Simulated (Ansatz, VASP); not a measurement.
# Two plane-wave programs on Pt

Contents of INCAR:

```
  PREC = Accurate
  ENCUT = 520
  EDIFF = 1E-7
  ISMEAR = 1
  SIGMA = 0.1
  LREAL = False
  LASPH = True
  NELM = 60
  ALGO = Normal
  ISIF = 2
  LWAVE = False
  LCHARG = True
  LELF = True
  LVHAR = True
  NBANDS = 11
```

File KPOINTS:

```
Automatic mesh
0
Gamma
  14 14 14
```

Contents of POSCAR:

```
Pt
1.0
    0.0000000000      1.9474302061      1.9474302061
    1.9474302061      0.0000000000      1.9474302061
    1.9474302061      1.9474302061      0.0000000000
Pt
1
Direct
    0.0000000000      0.0000000000      0.0000000000
```

Input for Ansatz:

```yaml
crystal:
  lattice:
    - [0.0, 1.9474302061, 1.9474302061]
    - [1.9474302061, 0.0, 1.9474302061]
    - [1.9474302061, 1.9474302061, 0.0]
  atoms:
    - { symbol: Pt, position: [0.0, 0.0, 0.0] }
hamiltonian:
  xc: lda
  pseudopotentials:
    kind: paw
    azcp:
      Pt: "pseudopotentials/Pt.paw.azcp"
basis:
  ecutwfc: 420
  fft_grid_basis: typed
kpoints:
  mp_grid: { grid: [14, 14, 14], shift: [0, 0, 0] }
magnetization:
  spin_polarized: false
scf:
  occupations: { method: methfessel_paxton, width: 0.1 }
  lower_state_search: "off"
output:
  stress: true
```

Alike in both runs: task single point; functional LDA; k mesh 14 × 14 × 14; occupations methfessel-paxton of order 1, width 0.1 eV; no spin polarisation.

|  | VASP | Ansatz |
| --- | --- | --- |
| version | VASP 6.6.1 | Ansatz 0.2.0 |
| potentials or method | VASP PAW LDA potentials, release 64 (Pt), cutoff 520 eV | plane waves (420 eV) with PAW, scalar-relativistic |
| valence electrons in the cell | 10 | 18 |

```tsv
	VASP	Ansatz	Ansatz less VASP
pressure (GPa)	0.3	-0.5	-0.75
```

Ansatz warns that its potentials were made for another functional, while VASP's fit it. LDA's correlation is that of Perdew and Zunger in VASP and of Perdew and Wang (1992) in Ansatz. VASP's potentials hold 10 valence electrons a cell and Ansatz's 18, so a difference there can come from the potentials and not from the codes.

Spin-orbit coupling is off throughout.
